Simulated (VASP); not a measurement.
Set up this calculation in VASP 6.6.1, as the native input.

| Item | Value |
| --- | --- |
| Task | single point |
| Functional | r2SCAN |
| Potentials or basis | VASP PAW PBE potentials, release 64 (Re) |
| Cutoff | 660 eV |
| k mesh | 14 × 14 × 14 |
| Occupations | fermi-dirac, width 0.1 eV |
| Spin | no spin polarisation |
| Dipole correction | no |
| Further INCAR settings | ALGO = Normal; EDIFF = 1e-06; NBANDS = 10 |

The system is Re.

```
Re
1.0
     2.66344    0.00000    0.00000
     0.00000    2.66344    0.00000
     0.00000    0.00000    2.66344
Re
1
Direct
  0.00000 0.00000 0.00000
```

This isn't the form of Re at room conditions, which is hcp.

The input as run:

POSCAR

```
Re
1.0
    2.6634384972      0.0000000000      0.0000000000
    0.0000000000      2.6634384972      0.0000000000
    0.0000000000      0.0000000000      2.6634384972
Re
1
Direct
    0.0000000000      0.0000000000      0.0000000000
```

INCAR.step1

```
SYSTEM = Re
PREC = Accurate ; ENCUT = 660
ISMEAR = -1 ; SIGMA = 0.1
LREAL = .FALSE. ; LASPH = .TRUE.
NELM = 120 ; NBANDS = 10
GGA = PE ; ALGO = Normal
EDIFF = 1E-5 ; LWAVE = .TRUE.
LCHARG = .FALSE. ; GGA_COMPAT = .FALSE.
```

INCAR.step2

```
SYSTEM = Re
PREC = Accurate ; ENCUT = 660
EDIFF = 1E-6 ; ISMEAR = -1
SIGMA = 0.1 ; LREAL = .FALSE.
LASPH = .TRUE. ; NELM = 120
ALGO = Normal ; ISIF = 2
LWAVE = .FALSE. ; LCHARG = .TRUE.
METAGGA = R2SCAN ; LMIXTAU = .TRUE.
LELF = .TRUE. ; LVHAR = .TRUE.
NBANDS = 10 ; ISTART = 1
GGA_COMPAT = .FALSE.
```

KPOINTS

```
regular mesh
0
G
  14 14 14
  0 0 0
```

Potentials or basis: VASP PAW PBE potentials, release 64 (Re).

The run is started by

```sh
$ cat potpaw_PBE.64/Re/POTCAR > POTCAR
$ cp INCAR.step1 INCAR
$ mpirun -np 1 vasp_std > vasp.out
$ cp INCAR.step2 INCAR
$ mpirun -np 1 vasp_std > vasp.out
```

Results of the run:

The pressure is -25.5 GPa and the band gap on the k mesh is zero (an odd number of electrons rules out a gap without spin polarisation).

Caveat: the cell stands under tension; the PAW data sets were made with another functional, which shifts forces and pressure a little; spin-orbit coupling is left out, which moves the levels of the heavy elements.

Run time: 2 min on 1 thread of AMD EPYC 7R13, with other jobs on the host, peak memory 0.14 GiB.
